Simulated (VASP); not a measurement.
# MnHg3 (Pm-3m) in VASP: notebook

The runs below take MnHg3 through single point, with PBE.

All numbers are computed with VASP 6.6.1; they aren't measurements. Logs are shortened: lines on timing, memory, paths and dates and some standing lists are left out, and cuts for length are marked.

### Step 1. The cell of the first run

Symmetry: Pm-3m, No. 221, cubic system. Conventional cell: a = 4.265 Å, b = 4.265 Å, c = 4.265 Å, α = 90.00°, β = 90.00°, γ = 90.00°. Within 4.0 Å of Mn (site symmetry m-3m) lie 12 Hg at 3.02 Å. Within 4.0 Å of Hg (site symmetry 4/mmm) lie 4 Mn at 3.02 Å and 8 Hg at 3.02 Å.

### Step 2. Single point, PBE, collinear spin, ferromagnetic start

INCAR reads:

```
ALGO = Normal
EDIFF = 1E-6
ENCUT = 520
GGA = PE
ISIF = 2
ISMEAR = 0
ISPIN = 2
LASPH = T
LCHARG = F
LMAXMIX = 4
LORBIT = 11
LREAL = F
LWAVE = F
MAGMOM = 4 0 0 0
NBANDS = 36
NELM = 150
PREC = Accurate
SIGMA = 0.1
```

KPOINTS reads:

```
k-points
0
Gamma
  5 5 5
```

POSCAR reads:

```
MnHg3
1.0
    4.2653872778      0.0000000000      0.0000000000
    0.0000000000      4.2653872778      0.0000000000
    0.0000000000      0.0000000000      4.2653872778
Mn Hg
1 3
Direct
    0.0000000000      0.0000000000      0.0000000000
    0.5000000000      0.0000000000      0.5000000000
    0.0000000000      0.5000000000      0.5000000000
    0.5000000000      0.5000000000      0.0000000000
```

Potentials or basis: VASP PAW PBE potentials, release 64 (Mn_pv, Hg).

On the command line:

```
> cat potpaw_PBE.64/Mn_pv/POTCAR potpaw_PBE.64/Hg/POTCAR > POTCAR
> mpirun -np 1 vasp_std > vasp.out
```

OUTCAR:

```text
EDIFF = 1E-6
   ENCUT = 520
   GGA = PE
   ISIF = 2
   ISMEAR = 0
   ISPIN = 2
   LASPH = T
   LORBIT = 11
   LREAL = F
   NELM = 150
   PREC = Accurate

 ion  position               nearest neighbor table
   1  0.000  0.000  0.000-   2 3.02   3 3.02   4 3.02   2 3.02   3 3.02   3 3.02   4 3.02   3 3.02
                             2 3.02   4 3.02   2 3.02   4 3.02
   2  0.500  0.000  0.500-   1 3.02   3 3.02   4 3.02   1 3.02   4 3.02   3 3.02   4 3.02   4 3.02
                             1 3.02   3 3.02   1 3.02   3 3.02
   3  0.000  0.500  0.500-   1 3.02   2 3.02   4 3.02   1 3.02   4 3.02   1 3.02   2 3.02   1 3.02
                             2 3.02   4 3.02   4 3.02   2 3.02
   4  0.500  0.500  0.000-   1 3.02   2 3.02   3 3.02   2 3.02   3 3.02   1 3.02   2 3.02   2 3.02
                             1 3.02   3 3.02   3 3.02   1 3.02

  LATTYP: Found a simple cubic cell.
 ALAT       =     4.2653872778

  Lattice vectors:

 A1 = (   4.2653872778,   0.0000000000,   0.0000000000)
 A2 = (   0.0000000000,   4.2653872778,   0.0000000000)
 A3 = (   0.0000000000,   0.0000000000,   4.2653872778)

Analysis of symmetry for initial positions (statically):
=====================================================================
 Subroutine PRICEL returns:
 Original cell was already a primitive cell.

 Routine SETGRP: Setting up the symmetry group for a
 simple cubic supercell.

 Subroutine GETGRP returns: Found 48 space group operations
 (whereof 48 operations were pure point group operations)
 out of a pool of 48 trial point group operations.

The static configuration has the point symmetry O_h .

Analysis of symmetry for dynamics (positions and initial velocities):
=====================================================================
 Subroutine PRICEL returns:
 Original cell was already a primitive cell.

 Routine SETGRP: Setting up the symmetry group for a
 simple cubic supercell.

 Subroutine GETGRP returns: Found 48 space group operations
 (whereof 48 operations were pure point group operations)
 out of a pool of 48 trial point group operations.

The dynamic configuration has the point symmetry O_h .

Analysis of structural, dynamic, and magnetic symmetry:
=====================================================================
 Subroutine PRICEL returns:
 Original cell was already a primitive cell.

 Routine SETGRP: Setting up the symmetry group for a
 simple cubic supercell.

 Subroutine GETGRP returns: Found 48 space group operations
 (whereof 48 operations were pure point group operations)
 out of a pool of 48 trial point group operations.

The overall configuration has the point symmetry O_h .

 Subroutine INISYM returns: Found 48 space group operations
 (whereof 48 operations are pure point group operations),
 and found     1 'primitive' translations

----------------------------------------------------------------------------------------

                                     Primitive cell

  volume of cell :      77.6024

  direct lattice vectors                    reciprocal lattice vectors
     4.265387278  0.000000000  0.000000000     0.234445300  0.000000000  0.000000000
     0.000000000  4.265387278  0.000000000     0.000000000  0.234445300  0.000000000
     0.000000000  0.000000000  4.265387278     0.000000000  0.000000000  0.234445300

  length of vectors
     4.265387278  4.265387278  4.265387278     0.234445300  0.234445300  0.234445300

  position of ions in fractional coordinates (direct lattice)
     0.000000000  0.000000000  0.000000000
     0.500000000  0.000000000  0.500000000
     0.000000000  0.500000000  0.500000000
     0.500000000  0.500000000  0.000000000

  ion indices of the primitive-cell ions
   primitive index   ion index
                 1           1
                 2           2
                 3           3
                 4           4

----------------------------------------------------------------------------------------

 KPOINTS: k-points

Automatic generation of k-mesh.
 Grid dimensions read from file:
 generate k-points for:    5    5    5

 Generating k-lattice:

  Cartesian coordinates                     Fractional coordinates (reciprocal lattice)
     0.046889060  0.000000000  0.000000000     0.200000000  0.000000000  0.000000000
     0.000000000  0.046889060  0.000000000     0.000000000  0.200000000  0.000000000
     0.000000000  0.000000000  0.046889060     0.000000000  0.000000000  0.200000000

  Length of vectors
     0.046889060  0.046889060  0.046889060

  Shift w.r.t. Gamma in fractional coordinates (k-lattice)
     0.000000000  0.000000000  0.000000000

 Subroutine IBZKPT returns following result:
 ===========================================

 Found     10 irreducible k-points:

 Following reciprocal coordinates:
            Coordinates               Weight
  0.000000  0.000000  0.000000      1.000000
  0.200000  0.000000  0.000000      6.000000
  0.400000  0.000000  0.000000      6.000000
  0.200000  0.200000  0.000000     12.000000
  0.400000  0.200000  0.000000     24.000000
  0.400000  0.400000  0.000000     12.000000
  0.200000  0.200000  0.200000      8.000000
  0.400000  0.200000  0.200000     24.000000
  0.400000  0.400000  0.200000     24.000000
  0.400000  0.400000  0.400000      8.000000
   k-points           NKPTS =     10   k-points in BZ     NKDIM =     10   number of bands    NBANDS=     36
   number of dos      NEDOS =    301   number of ions     NIONS =      4
   total plane-waves  NPLWV =  32768
   dimension x,y,z NGX =    32 NGY =   32 NGZ =   32
   dimension x,y,z NGXF=    64 NGYF=   64 NGZF=   64
   ions per type =               1   3
   NGX,Y,Z   is equivalent  to a cutoff of  12.47, 12.47, 12.47 a.u.
   NGXF,Y,Z  is equivalent  to a cutoff of  24.94, 24.94, 24.94 a.u.
 SYSTEM =  unknown system
   PREC   = accura    normal or accurate (medium, high low for compatibility)
   ISTART =      0    job   : 0-new  1-cont  2-samecut
   ICHARG =      2    charge: 1-file 2-atom 10-const
   ISPIN  =      2    spin polarized calculation?
   LNONCOLLINEAR =      F non collinear calculations
   LSORBIT =      F    spin-orbit coupling
   LASPH  =      T    aspherical Exc in radial PAW
   ENCUT  =  520.0 eV  38.22 Ry    6.18 a.u.   7.93  7.93  7.93*2*pi/ulx,y,z
   NELM   =    150;   NELMIN=  2; NELMDL= -5     # of ELM steps
   EDIFF  = 0.1E-05   stopping-criterion for ELM
   LREAL  =      F    real-space projection
   EDIFFG = 0.1E-04   stopping-criterion for IOM
   NSW    =      0    number of steps for IOM
   IBRION =     -1    ionic relax: 0-MD 1-quasi-New 2-CG
   NFREE  =      0    steps in history (QN), initial steepest desc. (CG)
   ISIF   =      2    stress and relaxation
   ISYM   =      2    0-nonsym 1-usesym 2-fastsym
   POTIM  = 0.5000    time-step for ionic-motion
   TEBEG  =    0.0;   TEEND  =   0.0 temperature during run
   PSTRESS=    0.0 pullay stress
   NELECT =      49.0000    total number of electrons
   NUPDOWN=      -1.0000    fix difference up-down
   EMIN   =  10.00;   EMAX   =-10.00  energy-range for DOS
   EFERMI =   0.00;   METHOD = LEGACY
   ISMEAR =     0;   SIGMA  =   0.10  broadening in eV -4-tet -1-fermi 0-gaus
   EFERMI_NEDOS =   21; number of points for ismear=-14 and -15
   IALGO  =     38    algorithm
   IMIX   =      4    mixing-type and parameters
     AMIX     =   0.40;   BMIX     =  1.00
     AMIX_MAG =   1.60;   BMIX_MAG =  1.00
  volume/ion in A,a.u.               =      19.40       130.92
  Fermi-wavevector in a.u.,A,eV,Ry     =   1.404478  2.654079 26.838301  1.972559
  Thomas-Fermi vector in A             =   2.527036
   LORBIT       =     11    0 simple, 1 ext, 2 COOP (PROOUT), +10 PAW based schemes
   GGA     = PE    functional components
   LHFCALC =     F    Hartree Fock is set to
   AEXX    =    0.0000 exact exchange contribution
   IVDW    =     0    specifies the selected vdW correction
   LEPSILON=     F    determine dielectric tensor
   LRPA    =     F    only Hartree local field effects (RPA)
 spin polarized calculation
 Gauss-broadening in eV      SIGMA  =   0.10
  energy-cutoff  :      520.00
  volume of cell :       77.60
 maximum number of plane-waves:      2103
 NGX is ok and might be reduce to    32
   NGX = 15   NGY = 15   NGZ = 15

 number of electron      49.0000039 magnetization       3.7108974

 Free energy of the ion-electron system (eV)
  ---------------------------------------------------
  ext. energy  EPLUGINS =         0.00000000
  ---------------------------------------------------
  free energy    TOTEN  =        -8.15836076 eV

  energy without entropy =       -8.14188217  energy(sigma->0) =       -8.15012147

 E-fermi :   4.8657     XC(G=0): -11.6631

 val. band max:        4.8343340874   @ k =   0.2000   0.2000   0.0000
 cond. band min:       4.9272596465   @ k =   0.4000   0.4000   0.4000
 fundamental gap:      0.0929255591
 Fermi energy:         4.8656662956

 spin component 1

 k-point     1 :       0.0000    0.0000    0.0000
  band No.  band energies     occupation
      1     -45.2311      1.00000
      2     -45.2311      1.00000
      3     -45.2311      1.00000
      4      -5.4044      1.00000
      5      -4.1934      1.00000
      6      -3.9108      1.00000
[... 28 lines left out ...]
     35      12.6421      0.00000
     36      12.6421      0.00000

 k-point     2 :       0.2000    0.0000    0.0000
  band No.  band energies     occupation
      1     -45.2313      1.00000
      2     -45.2311      1.00000
      3     -45.2311      1.00000
      4      -5.0336      1.00000
      5      -4.0091      1.00000
      6      -3.8435      1.00000
[... 28 lines left out ...]
     35      13.2867      0.00000
     36      13.2867      0.00000
[... 271 lines left out ...]
     35      16.4461      0.00000
     36      16.5756      0.00000

 k-point    10 :       0.4000    0.4000    0.4000
  band No.  band energies     occupation
      1     -45.2315      1.00000
      2     -45.2315      1.00000
      3     -45.2315      1.00000
      4      -4.0607      1.00000
      5      -3.8824      1.00000
      6      -3.8703      1.00000
[... 28 lines left out ...]
     35      18.0449      0.00000
     36      18.0449      0.00000
 Fermi energy:         4.8656662956

 spin component 2

 k-point     1 :       0.0000    0.0000    0.0000
  band No.  band energies     occupation
      1     -41.2338      1.00000
      2     -41.2338      1.00000
      3     -41.2338      1.00000
      4      -5.4050      1.00000
      5      -4.1580      1.00000
      6      -3.9258      1.00000
[... 28 lines left out ...]
     35      13.1194      0.00000
     36      13.1194      0.00000

 k-point     2 :       0.2000    0.0000    0.0000
  band No.  band energies     occupation
      1     -41.2341      1.00000
      2     -41.2338      1.00000
      3     -41.2338      1.00000
      4      -5.0401      1.00000
      5      -3.9755      1.00000
      6      -3.8639      1.00000
[... 28 lines left out ...]
     35      13.5427      0.00000
     36      13.5427      0.00000
[... 271 lines left out ...]
     35      16.6466      0.00000
     36      16.8806      0.00000

 k-point    10 :       0.4000    0.4000    0.4000
  band No.  band energies     occupation
      1     -41.2343      1.00000
      2     -41.2343      1.00000
      3     -41.2343      1.00000
      4      -4.0907      1.00000
      5      -3.8947      1.00000
      6      -3.8947      1.00000
[... 28 lines left out ...]
     35      18.2741      0.00000
     36      18.3670      0.00000

------------------------ aborting loop because EDIFF is reached ----------------------------------------

  FORCE on cell =-STRESS in cart. coord.  units (eV):
  Direction    XX          YY          ZZ          XY          YZ          ZX
  --------------------------------------------------------------------------------------
  -------------------------------------------------------------------------------------
  Total        3.2164310      3.2164310      3.2164310     -0.0000000     -0.0000000      0.0000000
  in kB       66.4063204     66.4063204     66.4063204     -0.0000000     -0.0000000      0.0000000
  external PRESSURE =      66.4063204 kB  Pullay stress =       0.0000000 kB

 VOLUME and BASIS-vectors are now :
 -----------------------------------------------------------------------------
  energy-cutoff  :      520.00
  volume of cell :       77.60
      direct lattice vectors                 reciprocal lattice vectors
     4.265387278  0.000000000  0.000000000     0.234445300  0.000000000  0.000000000
     0.000000000  4.265387278  0.000000000     0.000000000  0.234445300  0.000000000
     0.000000000  0.000000000  4.265387278     0.000000000  0.000000000  0.234445300

 POSITION                                       TOTAL-FORCE (eV/Angst)
 -----------------------------------------------------------------------------------
      0.00000      0.00000      0.00000         0.000000      0.000000      0.000000
      2.13269      0.00000      2.13269         0.000000      0.000000      0.000000
      0.00000      2.13269      2.13269         0.000000      0.000000      0.000000
      2.13269      2.13269      0.00000         0.000000      0.000000      0.000000
 -----------------------------------------------------------------------------------
    total drift:                                0.000000     -0.000000     -0.000000

  FREE ENERGIE OF THE ION-ELECTRON SYSTEM (eV)
  ---------------------------------------------------
  free  energy   TOTEN  =        -8.1583607643 eV

  energy  without entropy=       -8.1418821680  energy(sigma->0) =       -8.15012147

 total charge

# of ion       s       p       d       tot
------------------------------------------
    1        0.220   6.138   5.022  11.379
    2        0.820   0.428   9.306  10.553
    3        0.820   0.428   9.306  10.553
    4        0.820   0.428   9.306  10.553
--------------------------------------------------
tot          2.680   7.421  32.939  43.040

 magnetization (x)

# of ion       s       p       d       tot
------------------------------------------
    1        0.038   0.011   3.747   3.796
    2       -0.015  -0.040   0.007  -0.048
    3       -0.015  -0.040   0.007  -0.048
    4       -0.015  -0.040   0.007  -0.048
--------------------------------------------------
tot         -0.007  -0.110   3.768   3.651
```

It took 45 s on 1 thread of Intel Xeon 8259CL, shared host; peak memory 0.19 GiB.

Results:

* Free energy: -8.1584 eV
* Pressure: 6.6 GPa
* Net moment: 3.71 μB per cell
* Site moments: Mn +3.80; Hg -0.05 μB
* Valence electrons inside the program's atomic spheres: Mn 11.38; Hg 10.55

Caveat: the cell stands under pressure; spin-orbit coupling is left out, which moves the levels of the heavy elements.

[end of part 1 of 2]
